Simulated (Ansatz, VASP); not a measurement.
**One calculation of Mo3P4, two programs**

INCAR

```
ALGO = Normal
EDIFF = 1E-6
EDIFFG = -0.01
ENCUT = 600
GGA = PE
IBRION = 2
ISIF = 3
ISMEAR = 0
LASPH = True
LCHARG = False
LREAL = False
LWAVE = False
NELM = 60
NSW = 100
PREC = Accurate
SIGMA = 0.1
```

File KPOINTS:

```
k-points
0
Gamma
  8 8 8
```

Contents of POSCAR:

```
Mo3P4
1.0
    4.9429750564      0.0000000000      0.0000000000
    0.0000000000      4.9429750564      0.0000000000
    0.0000000000      0.0000000000      4.9429750564
Mo P
3 4
Direct
    0.0000000000      0.0000000000      0.5000000000
    0.5000000000      0.0000000000      0.0000000000
    0.0000000000      0.5000000000      0.0000000000
    0.6928621735      0.3071378265      0.3071378265
    0.3071378265      0.6928621735      0.3071378265
    0.3071378265      0.3071378265      0.6928621735
    0.6928621735      0.6928621735      0.6928621735
```

Input for Ansatz:

```yaml
crystal:
  lattice:
    - [4.9429750564, 0.0, 0.0]
    - [0.0, 4.9429750564, 0.0]
    - [0.0, 0.0, 4.9429750564]
  atoms:
    - { symbol: Mo, position: [0.0, 0.0, 0.5] }
    - { symbol: Mo, position: [0.5, 0.0, 0.0] }
    - { symbol: Mo, position: [0.0, 0.5, 0.0] }
    - { symbol: P, position: [0.6928621735, 0.3071378265, 0.3071378265] }
    - { symbol: P, position: [0.3071378265, 0.6928621735, 0.3071378265] }
    - { symbol: P, position: [0.3071378265, 0.3071378265, 0.6928621735] }
    - { symbol: P, position: [0.6928621735, 0.6928621735, 0.6928621735] }
basis:
  ecutwfc: 420
kpoints:
  mp_grid: { grid: [8, 8, 8] }
hamiltonian:
  xc: pbe
scf:
  occupations: { method: gaussian, width: 0.1 }
output:
  forces: true
  stress: true
  eigenvalues: true
  write_density: true
  write_potential: true
  elf: true
  volumetric_format: npy
relax:
  adjacent_minimum: "off"
  f_tol: 0.01
  max_steps: 80
  cell: { stress_tol: 0.05 }
```

Change from the starting cell: species swapped into the Si3As4 type (P-43m, No. 215).

Alike in both runs: task relaxation of cell and atoms; functional PBE; k mesh 8 × 8 × 8; occupations gaussian, width 0.1 eV; no spin polarisation.

|  | VASP | Ansatz |
| --- | --- | --- |
| version | VASP 6.6.1 | Ansatz 0.2.0 |
| potentials or method | VASP PAW PBE potentials, release 64 (Mo_sv, P), cutoff 600 eV | scalar-relativistic, plane waves, PAW |
| valence electrons in the cell | 62 | 62 |

|  | VASP | Ansatz | Ansatz less VASP |
| --- | --- | --- | --- |
| gap on the k mesh at the Fermi level, each at its own relaxed structure (eV) | none | none | - |
| relaxed volume (Å³/atom) | 17.40 | 17.40 | +0.009 |
| relaxed length of the cell vector where the two differ most in proportion (Å) | 4.957 | 4.957 | +0.0008 |

A gap of «none» marks a metal or a gap that the smearing closes.
